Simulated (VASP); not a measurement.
# TiN (Osbornite) (Fm-3m) in VASP: further runs

Runs on TiN (Osbornite). Level: r2SCAN. Tasks: relaxation of the atoms.

All numbers are computed with VASP 6.6.1; they aren't measurements. Logs are shortened: lines on timing, memory, paths and dates and some standing lists are left out, and cuts for length are marked.

## (1) The cell of the first run

The structure is cubic, space group Fm-3m (No. 225). Conventional cell: a = 4.262 Å, b = 4.262 Å, c = 4.262 Å, α = 90.00°, β = 90.00°, γ = 90.00°. Within 2.8 Å of Ti (site symmetry m-3m) lie 6 N at 2.13 Å. Within 2.8 Å of N (site symmetry m-3m) lie 6 Ti at 2.13 Å.

## (2) Relaxation of the atoms, r2SCAN

File POSCAR:

```
TiN
1.0
    0.0000000000      2.1309232300      2.1309232300
    2.1309232300      0.0000000000      2.1309232300
    2.1309232300      2.1309232300      0.0000000000
Ti N
1 1
Direct
    0.0000000000      0.0000000000      0.0000000000
    0.5000000000      0.5000000000      0.5000000000
```

File INCAR.step1:

```
  PREC = Accurate
  ENCUT = 520
  ISMEAR = -1
  SIGMA = 0.1
  LREAL = F
  LASPH = T
  NELM = 60
  GGA = PE
  ALGO = Normal
  EDIFF = 1E-4
  LWAVE = T
  LCHARG = F
```

File INCAR.step2:

```
  PREC = Accurate
  ENCUT = 520
  EDIFF = 1E-6
  ISMEAR = -1
  SIGMA = 0.1
  LREAL = F
  LASPH = T
  NELM = 60
  ALGO = Normal
  ISIF = 2
  LWAVE = F
  LCHARG = F
  METAGGA = R2SCAN
  LMIXTAU = T
  IBRION = 2
  NSW = 50
  EDIFFG = -0.01
  ISTART = 1
```

File KPOINTS:

```
Automatic mesh
0
Gamma
  14 14 14
```

Potentials or basis: VASP PAW PBE potentials, release 64 (Ti_sv, N).

Command:

```
$ cat potpaw_PBE.64/Ti_sv/POTCAR potpaw_PBE.64/N/POTCAR > POTCAR
$ cp INCAR.step1 INCAR
$ mpirun -np 1 vasp_std > vasp.out
$ cp INCAR.step2 INCAR
$ mpirun -np 1 vasp_std > vasp.out
```

OUTCAR:

```text
PREC = Accurate
   ENCUT = 520
   EDIFF = 1E-6
   ISMEAR = -1
   LREAL = F
   LASPH = T
   NELM = 60
   ISIF = 2
   METAGGA = R2SCAN
   IBRION = 2
   NSW = 50
   EDIFFG = -0.01
   ISTART = 1

 ion  position               nearest neighbor table
   1  0.000  0.000  0.000-   2 2.13   2 2.13   2 2.13   2 2.13   2 2.13   2 2.13
   2  0.500  0.500  0.500-   1 2.13   1 2.13   1 2.13   1 2.13   1 2.13   1 2.13

  LATTYP: Found a face centered cubic cell.
 ALAT       =     4.2618464600

  Lattice vectors:

 A1 = (   0.0000000000,   2.1309232300,   2.1309232300)
 A2 = (   2.1309232300,   0.0000000000,   2.1309232300)
 A3 = (   2.1309232300,   2.1309232300,   0.0000000000)

Analysis of symmetry for initial positions (statically):
=====================================================================
 Subroutine PRICEL returns:
 Original cell was already a primitive cell.

 Routine SETGRP: Setting up the symmetry group for a
 face centered cubic supercell.

 Subroutine GETGRP returns: Found 48 space group operations
 (whereof 48 operations were pure point group operations)
 out of a pool of 48 trial point group operations.

The static configuration has the point symmetry O_h .

Analysis of symmetry for dynamics (positions and initial velocities):
=====================================================================
 Subroutine PRICEL returns:
 Original cell was already a primitive cell.

 Routine SETGRP: Setting up the symmetry group for a
 face centered cubic supercell.

 Subroutine GETGRP returns: Found 48 space group operations
 (whereof 48 operations were pure point group operations)
 out of a pool of 48 trial point group operations.

The dynamic configuration has the point symmetry O_h .

 Subroutine INISYM returns: Found 48 space group operations
 (whereof 48 operations are pure point group operations),
 and found     1 'primitive' translations

----------------------------------------------------------------------------------------

                                     Primitive cell

  volume of cell :      19.3523

  direct lattice vectors                    reciprocal lattice vectors
     0.000000000  2.130923230  2.130923230    -0.234640081  0.234640081  0.234640081
     2.130923230  0.000000000  2.130923230     0.234640081 -0.234640081  0.234640081
     2.130923230  2.130923230  0.000000000     0.234640081  0.234640081 -0.234640081

  length of vectors
     3.013580532  3.013580532  3.013580532     0.406408542  0.406408542  0.406408542

  position of ions in fractional coordinates (direct lattice)
     0.000000000  0.000000000  0.000000000
     0.500000000  0.500000000  0.500000000

  ion indices of the primitive-cell ions
   primitive index   ion index
                 1           1
                 2           2

----------------------------------------------------------------------------------------

 KPOINTS: Automatic mesh

Automatic generation of k-mesh.
 Grid dimensions read from file:
 generate k-points for:   14   14   14

 Generating k-lattice:

  Cartesian coordinates                     Fractional coordinates (reciprocal lattice)
    -0.016760006  0.016760006  0.016760006     0.071428571  0.000000000  0.000000000
     0.016760006 -0.016760006  0.016760006     0.000000000  0.071428571  0.000000000
     0.016760006  0.016760006 -0.016760006     0.000000000  0.000000000  0.071428571

  Length of vectors
     0.029029182  0.029029182  0.029029182

  Shift w.r.t. Gamma in fractional coordinates (k-lattice)
     0.000000000  0.000000000  0.000000000

 Subroutine IBZKPT returns following result:
 ===========================================

 Found    104 irreducible k-points:

 Following reciprocal coordinates:
            Coordinates               Weight
  0.000000  0.000000  0.000000      1.000000
  0.071429  0.000000  0.000000      8.000000
  0.142857  0.000000  0.000000      8.000000
  0.214286  0.000000  0.000000      8.000000
  0.285714  0.000000  0.000000      8.000000
  0.357143  0.000000  0.000000      8.000000
[... 16 lines left out ...]
  0.214286  0.142857  0.000000     24.000000
  0.285714  0.142857  0.000000     24.000000
 [... further k-points ...]
   k-points           NKPTS =    104   k-points in BZ     NKDIM =    104   number of bands    NBANDS=     12
   number of dos      NEDOS =    301   number of ions     NIONS =      2
   total plane-waves  NPLWV =  13824
   dimension x,y,z NGX =    24 NGY =   24 NGZ =   24
   dimension x,y,z NGXF=    48 NGYF=   48 NGZF=   48
   ions per type =               1   1
   NGX,Y,Z   is equivalent  to a cutoff of  13.24, 13.24, 13.24 a.u.
   NGXF,Y,Z  is equivalent  to a cutoff of  26.48, 26.48, 26.48 a.u.
 SYSTEM =  unknown system
   PREC   = accura    normal or accurate (medium, high low for compatibility)
   ISTART =      1    job   : 0-new  1-cont  2-samecut
   ICHARG =      0    charge: 1-file 2-atom 10-const
   ISPIN  =      1    spin polarized calculation?
   LNONCOLLINEAR =      F non collinear calculations
   LSORBIT =      F    spin-orbit coupling
   LASPH  =      T    aspherical Exc in radial PAW
   ENCUT  =  520.0 eV  38.22 Ry    6.18 a.u.   5.60  5.60  5.60*2*pi/ulx,y,z
   NELM   =     60;   NELMIN=  2; NELMDL=  0     # of ELM steps
   EDIFF  = 0.1E-05   stopping-criterion for ELM
   LREAL  =      F    real-space projection
   EDIFFG = -.1E-01   stopping-criterion for IOM
   NSW    =     50    number of steps for IOM
   IBRION =      2    ionic relax: 0-MD 1-quasi-New 2-CG
   NFREE  =      1    steps in history (QN), initial steepest desc. (CG)
   ISIF   =      2    stress and relaxation
   ISYM   =      2    0-nonsym 1-usesym 2-fastsym
   POTIM  = 0.5000    time-step for ionic-motion
   TEBEG  =    0.0;   TEEND  =   0.0 temperature during run
   PSTRESS=    0.0 pullay stress
   NELECT =      17.0000    total number of electrons
   NUPDOWN=      -1.0000    fix difference up-down
   EMIN   =  10.00;   EMAX   =-10.00  energy-range for DOS
   EFERMI =   0.00;   METHOD = LEGACY
   ISMEAR =    -1;   SIGMA  =   0.10  broadening in eV -4-tet -1-fermi 0-gaus
   EFERMI_NEDOS =   21; number of points for ismear=-14 and -15
   IALGO  =     38    algorithm
   IMIX   =      4    mixing-type and parameters
     AMIX     =   0.40;   BMIX     =  1.00
     AMIX_MAG =   1.60;   BMIX_MAG =  1.00
  volume/ion in A,a.u.               =       9.68        65.30
  Fermi-wavevector in a.u.,A,eV,Ry     =   1.567882  2.962867 33.446570  2.458254
  Thomas-Fermi vector in A             =   2.669996
   LORBIT       =      0    0 simple, 1 ext, 2 COOP (PROOUT), +10 PAW based schemes
   METAGGA = R2SCAN    functional components
   LHFCALC =     F    Hartree Fock is set to
   AEXX    =    0.0000 exact exchange contribution
   IVDW    =     0    specifies the selected vdW correction
   LEPSILON=     F    determine dielectric tensor
   LRPA    =     F    only Hartree local field effects (RPA)
 conjugate gradient relaxation of ions
 non-spin polarized calculation
  energy-cutoff  :      520.00
  volume of cell :       19.35
 maximum number of plane-waves:       544
   NGX = 11   NGY = 11   NGZ = 11

 number of electron      17.0000003 magnetization

 Free energy of the ion-electron system (eV)
  ---------------------------------------------------
  ext. energy  EPLUGINS =         0.00000000
  ---------------------------------------------------
  free energy    TOTEN  =       -26.02403864 eV

  energy without entropy =      -25.99484477  energy(sigma->0) =      -26.00944170

 E-fermi :  11.4595     XC(G=0): -13.7884

 val. band max:       11.4537281713   @ k =   0.3571   0.1429   0.0714
 cond. band min:      11.4640400053   @ k =  -0.0714   0.0714   0.0000
 fundamental gap:      0.0103118340
 Fermi energy:        11.4594583975

 k-point     1 :       0.0000    0.0000    0.0000
  band No.  band energies     occupation
      1     -48.9305      2.00000
      2     -23.8774      2.00000
      3     -23.8773      2.00000
      4     -23.8773      2.00000
      5      -6.7090      2.00000
      6       9.0983      2.00000
      7       9.0983      2.00000
      8       9.0983      2.00000
      9      10.8533      1.99535
     10      10.8533      1.99535
     11      10.8533      1.99535
     12      12.0301      0.00663

 k-point     2 :       0.0714    0.0000    0.0000
  band No.  band energies     occupation
      1     -48.9259      2.00000
      2     -23.9098      2.00000
      3     -23.8799      2.00000
      4     -23.8799      2.00000
      5      -6.6116      2.00000
      6       8.5577      2.00000
      7       8.6970      2.00000
      8       8.6970      2.00000
      9      10.9937      1.98120
     10      10.9937      1.98120
     11      11.1142      1.93859
     12      12.4604      0.00009

 k-point     3 :       0.1429    0.0000    0.0000
  band No.  band energies     occupation
      1     -48.9132      2.00000
      2     -23.9999      2.00000
      3     -23.8872      2.00000
      4     -23.8871      2.00000
      5      -6.3321      2.00000
      6       7.4476      2.00000
      7       7.9278      2.00000
      8       7.9278      2.00000
      9      11.2938      1.67965
     10      11.2938      1.67964
     11      11.5265      0.67695
     12      13.4166      0.00000
[... 286 lines left out ...]
 k-point    23 :       0.2143    0.1429    0.0000
  band No.  band energies     occupation
      1     -48.8938      2.00000
      2     -24.0710      2.00000
      3     -23.9318      2.00000
      4     -23.9250      2.00000
      5      -5.9754      2.00000
      6       5.8726      2.00000
      7       7.8065      2.00000
      8       7.9369      2.00000
      9      10.3083      1.99998
     10      12.2425      0.00079
     11      12.5721      0.00003
     12      12.9653      0.00000

 k-point    24 :       0.2857    0.1429    0.0000
  band No.  band energies     occupation
      1     -48.8760      2.00000
      2     -24.1838      2.00000
      3     -23.9472      2.00000
      4     -23.9364      2.00000
      5      -5.6027      2.00000
      6       5.1862      2.00000
      7       7.0015      2.00000
      8       7.3567      2.00000
      9      10.6386      1.99946
     10      12.5645      0.00003
     11      12.9513      0.00000
     12      13.8623      0.00000

 [... further k-points ...]
[... 5 lines left out ...]
  --------------------------------------------------------------------------------------
  -------------------------------------------------------------------------------------
  Total       -0.5153108     -0.5153108     -0.5153108      0.0000000     -0.0000000      0.0000000
  in kB      -42.6625091    -42.6625091    -42.6625091      0.0000000     -0.0000000      0.0000000
  external PRESSURE =     -42.6625091 kB  Pullay stress =       0.0000000 kB

 VOLUME and BASIS-vectors are now :
 -----------------------------------------------------------------------------
  energy-cutoff  :      520.00
  volume of cell :       19.35
      direct lattice vectors                 reciprocal lattice vectors
     0.000000000  2.130923230  2.130923230    -0.234640081  0.234640081  0.234640081
     2.130923230  0.000000000  2.130923230     0.234640081 -0.234640081  0.234640081
     2.130923230  2.130923230  0.000000000     0.234640081  0.234640081 -0.234640081

 POSITION                                       TOTAL-FORCE (eV/Angst)
 -----------------------------------------------------------------------------------
      0.00000      0.00000      0.00000         0.000000      0.000000      0.000000
      2.13092      2.13092      2.13092        -0.000000      0.000000     -0.000000
 -----------------------------------------------------------------------------------
    total drift:                                0.000000     -0.000000     -0.000000

  FREE ENERGIE OF THE ION-ELECTRON SYSTEM (eV)
  ---------------------------------------------------
  free  energy   TOTEN  =       -26.0240386385 eV

  energy  without entropy=      -25.9948447655  energy(sigma->0) =      -26.00944170

 reached required accuracy - stopping structural energy minimisation
```

It took 1.8 min on 1 thread of Oxide Virtual Turin-like, shared host; peak memory 0.12 GiB.

What came out:

```yaml
Free_energy: -26.0240 eV
Pressure_after_relaxing: -4.3 GPa
```

Final structure:
```cif
data_structure
_symmetry_space_group_name_H-M 'P 1'
_symmetry_Int_Tables_number 1
_cell_length_a 3.0136
_cell_length_b 3.0136
_cell_length_c 3.0136
_cell_angle_alpha 60.000
_cell_angle_beta 60.000
_cell_angle_gamma 60.000
_cell_volume 19.35
loop_
_atom_site_label
_atom_site_type_symbol
_atom_site_fract_x
_atom_site_fract_y
_atom_site_fract_z
_atom_site_occupancy
Ti1 Ti 0.00000 0.00000 0.00000 1
N1 N 0.50000 0.50000 0.50000 1
```

Caveat: the relaxation stopped at its first step, so nothing moved; the PAW data sets were made with another functional, which shifts forces and pressure a little.

## (3) Relaxation of the atoms, r2SCAN

This run uses another cell than the first one, of 9.87 Å³/atom, 1.020 times its volume.

File POSCAR:

```
TiN
1.0
    0.0000000000      2.1447607800      2.1447607800
    2.1447607800      0.0000000000      2.1447607800
    2.1447607800      2.1447607800      0.0000000000
Ti N
1 1
Direct
    0.0000000000      0.0000000000      0.0000000000
    0.5000000000      0.5000000000      0.5000000000
```

File INCAR.step1:

```
SYSTEM = TiN
ALGO = Normal
EDIFF = 1E-4
ENCUT = 520
GGA = PE
ISMEAR = -1
LASPH = .True.
LCHARG = .False.
LREAL = .False.
LWAVE = .True.
NELM = 80
PREC = Accurate
SIGMA = 0.1
```

File INCAR.step2:

```
SYSTEM = TiN
ALGO = Normal
EDIFF = 1E-7
EDIFFG = -0.01
ENCUT = 520
IBRION = 2
ISIF = 2
ISMEAR = -1
ISTART = 1
LASPH = .True.
LCHARG = .False.
LMIXTAU = .True.
LREAL = .False.
LWAVE = .False.
METAGGA = R2SCAN
NELM = 80
NSW = 50
PREC = Accurate
SIGMA = 0.1
```

File KPOINTS:

```
k-points
0
Gamma
  14 14 14
  0 0 0
```

Potentials or basis: VASP PAW PBE potentials, release 64 (Ti_sv, N).

Command:

```
$ cat potpaw_PBE.64/Ti_sv/POTCAR potpaw_PBE.64/N/POTCAR > POTCAR
$ cp INCAR.step1 INCAR
$ mpirun -np 1 vasp_std > vasp.out
$ cp INCAR.step2 INCAR
$ mpirun -np 1 vasp_std > vasp.out
```

OUTCAR:

```text
SYSTEM = TiN
   EDIFF = 1E-7
   EDIFFG = -0.01
   ENCUT = 520
   IBRION = 2
   ISIF = 2
   ISMEAR = -1
   ISTART = 1
   LASPH = .True.
   LREAL = .False.
   METAGGA = R2SCAN
   NELM = 80
   NSW = 50
   PREC = Accurate

 ion  position               nearest neighbor table
   1  0.000  0.000  0.000-   2 2.14   2 2.14   2 2.14   2 2.14   2 2.14   2 2.14
   2  0.500  0.500  0.500-   1 2.14   1 2.14   1 2.14   1 2.14   1 2.14   1 2.14

  LATTYP: Found a face centered cubic cell.
 ALAT       =     4.2895215600

  Lattice vectors:

[... 541 lines left out ...]
     10      12.2676      0.00004
     11      12.6417      0.00000
     12      13.5324      0.00000

 [... further k-points ...]
[... 5 lines left out ...]
  --------------------------------------------------------------------------------------
  -------------------------------------------------------------------------------------
  Total       -1.1558525     -1.1558525     -1.1558525      0.0000000      0.0000000      0.0000000
  in kB      -93.8526224    -93.8526224    -93.8526224      0.0000000      0.0000000      0.0000000
  external PRESSURE =     -93.8526224 kB  Pullay stress =       0.0000000 kB

 VOLUME and BASIS-vectors are now :
 -----------------------------------------------------------------------------
  energy-cutoff  :      520.00
  volume of cell :       19.73
      direct lattice vectors                 reciprocal lattice vectors
     0.000000000  2.144760780  2.144760780    -0.233126232  0.233126232  0.233126232
     2.144760780  0.000000000  2.144760780     0.233126232 -0.233126232  0.233126232
     2.144760780  2.144760780  0.000000000     0.233126232  0.233126232 -0.233126232

 POSITION                                       TOTAL-FORCE (eV/Angst)
 -----------------------------------------------------------------------------------
      0.00000      0.00000      0.00000         0.000000      0.000000      0.000000
      2.14476      2.14476      2.14476        -0.000000      0.000000      0.000000
 -----------------------------------------------------------------------------------
    total drift:                                0.000000     -0.000000     -0.000000

  FREE ENERGIE OF THE ION-ELECTRON SYSTEM (eV)
  ---------------------------------------------------
  free  energy   TOTEN  =       -26.0083769659 eV

  energy  without entropy=      -25.9784090342  energy(sigma->0) =      -25.99339300

 reached required accuracy - stopping structural energy minimisation
```

OUTCAR.step1:

```text
SYSTEM = TiN
   EDIFF = 1E-4
   ENCUT = 520
   GGA = PE
   ISMEAR = -1
   LASPH = .True.
   LREAL = .False.
[... 579 lines left out ...]
      0.00000      0.00000      0.00000         0.000000      0.000000     -0.000000
      2.14476      2.14476      2.14476        -0.000000     -0.000000      0.000000
 -----------------------------------------------------------------------------------
    total drift:                                0.000000     -0.000000     -0.000000

  FREE ENERGIE OF THE ION-ELECTRON SYSTEM (eV)
  ---------------------------------------------------
  free  energy   TOTEN  =       -19.6381335583 eV

  energy  without entropy=      -19.6071447605  energy(sigma->0) =      -19.62263916
```

OSZICAR.step1:

```text
N       E                     dE             d eps       ncg     rms          rms(c)
DAV:   1     0.142636760334E+03    0.14264E+03   -0.89199E+03  2496   0.168E+03
DAV:   2    -0.116548156581E+02   -0.15429E+03   -0.14837E+03  2636   0.417E+02
DAV:   3    -0.241755869132E+02   -0.12521E+02   -0.12183E+02  3060   0.117E+02
DAV:   4    -0.248340367843E+02   -0.65845E+00   -0.65523E+00  3492   0.254E+01
DAV:   5    -0.248523666511E+02   -0.18330E-01   -0.18327E-01  3236   0.370E+00    0.175E+01
DAV:   6    -0.200059086431E+02    0.48465E+01   -0.32837E+01  3092   0.705E+01    0.661E+00
DAV:   7    -0.196793834190E+02    0.32653E+00   -0.37635E+00  3032   0.243E+01    0.445E+00
DAV:   8    -0.197400852107E+02   -0.60702E-01   -0.11630E+00  2772   0.154E+01    0.327E+00
DAV:   9    -0.196449366153E+02    0.95149E-01   -0.25122E-01  2756   0.747E+00    0.113E+00
DAV:  10    -0.196399832879E+02    0.49533E-02   -0.86866E-02  2752   0.428E+00    0.572E-01
DAV:  11    -0.196383034147E+02    0.16799E-02   -0.79988E-03  2844   0.121E+00    0.167E-01
DAV:  12    -0.196381373166E+02    0.16610E-03   -0.11684E-03  3440   0.525E-01    0.407E-02
DAV:  13    -0.196381335583E+02    0.37583E-05   -0.89471E-05  1400   0.132E-01
   1 F= -.19638134E+02 E0= -.19622639E+02  d E =-.309888E-01
```

Wall time 2.3 min (1 thread of Oxide Virtual Turin-like, shared host); peak memory 0.13 GiB.

What came out:

```yaml
Free_energy: -26.0084 eV
Pressure_after_relaxing: -9.4 GPa
```

Final structure:
```
Ti N
1.0
     0.00000    2.14476    2.14476
     2.14476    0.00000    2.14476
     2.14476    2.14476    0.00000
Ti N
1 1
Direct
  0.00000 0.00000 0.00000
  0.50000 0.50000 0.50000
```

Levels at points of the mesh, in eV from the Fermi level:
| k point | band 6 | band 7 | band 8 | band 9 | band 10 | band 11 | band 12 |
| --- | --- | --- | --- | --- | --- | --- | --- |
| (0.00, 0.00, 0.00) | -2.33 | -2.33 | -2.33 | -0.59 | -0.59 | -0.59 | 0.56 |
| (0.50, 0.00, 0.00) | -8.28 | -5.72 | -5.72 | 1.64 | 1.64 | 2.30 | 5.66 |
| (0.50, 0.50, 0.00) | -6.18 | -3.56 | -3.56 | -2.95 | 1.58 | 2.30 | 2.30 |

Caveat: the relaxation stopped at its first step, so nothing moved; the PAW data sets were made with another functional, which shifts forces and pressure a little.

[end of part 1 of 2]
